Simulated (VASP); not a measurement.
The system is Au.

```xyz
1
Lattice="0.0000 2.0856 2.0856 2.0856 0.0000 2.0856 2.0856 2.0856 0.0000" Properties=species:S:1:pos:R:3 pbc="T T T"
Au    0.0000    0.0000    0.0000
```

Base run:

| Property | Result |
| --- | --- |
| Program | VASP 6.6.1 |
| Functional | LDA |
| Potentials or basis | VASP PAW LDA potentials, release 64 (Au) |
| Cutoff | 520 eV |
| k mesh | 15 × 15 × 15 |
| Occupations | fermi-dirac, width 0.03 eV |
| Spin | no spin polarisation |

Its results: pressure -13.2 GPa.

The run is repeated on the same cell with these changes: k mesh from 15 × 15 × 15 to 8 × 8 × 8. What comes out?

Pressure -12.4 GPa.
